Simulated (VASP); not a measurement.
## Ga: single point with LDA

Crystal: Ga.

```
Ga
1.0
    -1.65328    1.65328    1.65328
     1.65328   -1.65328    1.65328
     1.65328    1.65328   -1.65328
Ga
1
Direct
  0.00000 0.00000 0.00000
```

This isn't the form of Ga at room conditions, which is orthorhombic.

```json
{
  "Program": "VASP 6.6.1",
  "Task": "single point",
  "Functional": "LDA",
  "Potentials or basis": "VASP PAW LDA potentials, release 64 (Ga_d)",
  "Cutoff": "520 eV",
  "k mesh": "15 × 15 × 15",
  "Occupations": "fermi-dirac, width 0.1 eV",
  "Spin": "no spin polarisation"
}
```

The pressure is -2.3 GPa and the band gap on the k mesh is zero (an odd number of electrons rules out a gap without spin polarisation).

Levels at points of the mesh, in eV from the Fermi level:
| k point | band 3 | band 4 | band 5 | band 6 | band 7 | band 8 | band 9 | band 10 |
| --- | --- | --- | --- | --- | --- | --- | --- | --- |
| (0.00, 0.00, 0.00) | -15.04 | -14.83 | -14.83 | -11.36 | 12.92 | 12.92 | 12.92 | 17.65 |

Run time: 25 s on 1 thread of Intel Xeon 8259CL, with other jobs on the host, peak memory 0.14 GiB.
